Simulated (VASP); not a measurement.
Wanted: the native input for a VASP 6.6.1 run.

```
Task                   : single point
Functional             : PBE
Dispersion             : D3(BJ)
Potentials or basis    : VASP PAW PBE potentials, release 64 (Al, O)
Cutoff                 : 520 eV
k mesh                 : 12 × 12 × 4
Occupations            : gaussian, width 0.05 eV
Spin                   : no spin polarisation
Dipole correction      : no
Further INCAR settings : ALGO = Normal; EDIFF = 1e-06; NBANDS = 20
```

The structure of Al2O3 lies in POSCAR:

```
Al2O3
1.0
    2.7454055232      0.0000000000      0.0000000000
   -1.3727027616      2.3775909267      0.0000000000
    0.0000000000      0.0000000000      8.8727266941
Al O
2 3
Direct
    0.0000000000      0.0000000000      0.2752945179
    0.0000000000      0.0000000000      0.7247054821
    0.3333333333      0.6666666667      0.1953369158
    0.6666666667      0.3333333333      0.8046630842
    0.0000000000      0.0000000000      0.5000000000
```

This cell differs from its parent crystal: ratio of the length along z to the lengths across it x 1.3, volume and fractional coordinates fixed.

These files were run (other wordings do the same):

INCAR

```
PREC     = Accurate       # precision mode
ENCUT    = 520            # plane-wave cutoff, eV
EDIFF    = 1E-6           # SCF threshold, eV
ISMEAR   = 0              # smearing method
SIGMA    = 0.05           # smearing width, eV
LREAL    = F              # projectors in reciprocal space
LASPH    = T              # aspherical terms in the spheres
NELM     = 100            # most SCF steps
ALGO     = Normal         # electronic algorithm
ISIF     = 2              # what is computed and relaxed
LWAVE    = F              # write WAVECAR
LCHARG   = F              # write CHGCAR
GGA      = PE             # functional
IVDW     = 12             # dispersion correction
NBANDS   = 20             # bands
```

KPOINTS

```
regular mesh
0
Gamma
  12 12 4
```

Potentials or basis: VASP PAW PBE potentials, release 64 (Al, O).

Launch:

```console
$ cat potpaw_PBE.64/Al/POTCAR potpaw_PBE.64/O/POTCAR > POTCAR
$ mpirun -np 1 vasp_std > vasp.out
```

It gave:

```yaml
Pressure: 9.9 GPa
Largest_force: 5.035 eV/Å
Band_gap_on_the_k_mesh: zero (filled and empty bands touch)
Dispersion_energy_per_atom: -0.171 eV
```

Caveat: pairwise dispersion overbinds metals, which lowers pressure and volume; forces of over 1 eV/Å act on the atoms, so gaps and moduli don't describe the material at rest.

Run time: 35 s on 1 thread of Intel(R) Xeon(R) 6975P-C (Granite Rapids) (shared host), peak memory 0.22 GiB.
